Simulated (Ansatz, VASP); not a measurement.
## One calculation of Ti, two programs

```xyz
1
Lattice="0.0000 1.9886 1.9886 1.9886 0.0000 1.9886 1.9886 1.9886 0.0000" Properties=species:S:1:pos:R:3 pbc="T T T"
Ti    0.0000    0.0000    0.0000
```

Change from the starting cell: volume scaled by 0.94.

Alike in both runs: task single point; functional LDA; k mesh 14 × 14 × 14; occupations fermi-dirac, width 0.05 eV; no spin polarisation.

|  | VASP | Ansatz |
| --- | --- | --- |
| version | VASP 6.6.1 | Ansatz 0.2.0 |
| potentials or method | VASP PAW LDA potentials, release 64 (Ti_sv), cutoff 520 eV | all-electron LAPW, scalar-relativistic |

|  | VASP | Ansatz | Ansatz less VASP |
| --- | --- | --- | --- |
| pressure (GPa) | 2.2 | 2.4 | +0.18 |

LDA's correlation is that of Perdew and Zunger in VASP and of Perdew and Wang (1992) in Ansatz. Ansatz ran all-electron here, and VASP with PAW potentials.
